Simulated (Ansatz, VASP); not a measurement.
**One calculation of PbS, two programs**

INCAR

```
PREC = Accurate
ENCUT = 500
EDIFF = 1E-6
ISMEAR = 0
SIGMA = 0.01
LREAL = False
LASPH = True
NELM = 120
ALGO = Normal
ISIF = 2
LWAVE = False
LCHARG = True
GGA = PE
LELF = True
LVHAR = True
NBANDS = 17
GGA_COMPAT = False
```

The input KPOINTS:

```
regular mesh
0
Gamma
  6 6 6
```

File POSCAR:

```
PbS
1.0
    0.0000000000      3.0047775019      3.0047775019
    3.0047775019      0.0000000000      3.0047775019
    3.0047775019      3.0047775019      0.0000000000
Pb S
1 1
Direct
    0.0000000000      0.0000000000      0.0000000000
    0.5000000000      0.5000000000      0.5000000000
```

Input for Ansatz:

```yaml
crystal:
  lattice:
    - [0.0, 3.0047775018796905, 3.0047775018796905]
    - [3.0047775018796905, 0.0, 3.0047775018796905]
    - [3.0047775018796905, 3.0047775018796905, 0.0]
  atoms:
    - { symbol: Pb, position: [0.0, 0.0, 0.0] }
    - { symbol: S, position: [0.5, 0.5, 0.5] }
basis:
  ecutwfc: 550.0
kpoints:
  mp_grid:
    grid: [6, 6, 6]
hamiltonian:
  pseudopotentials:
    kind: paw
scf:
  occupations:
    method: fixed
output:
  stress: true
```

Alike in both runs: task single point; functional PBE; k mesh 6 × 6 × 6; no spin polarisation.

|  | VASP | Ansatz |
| --- | --- | --- |
| version | VASP 6.6.1 | Ansatz 0.2.0 |
| potentials or method | VASP PAW PBE potentials, release 64 (Pb_d, S), cutoff 500 eV | plane waves, PAW |
| occupations | gaussian, width 0.01 eV | fixed |
| valence electrons in the cell | 20 | 20 |

Ansatz gave:

```
pressure (GPa) : 0.0
```

Task: Which values does VASP return?

Result: Pressure (GPa): -0.1.

Neither program's run includes spin-orbit coupling.
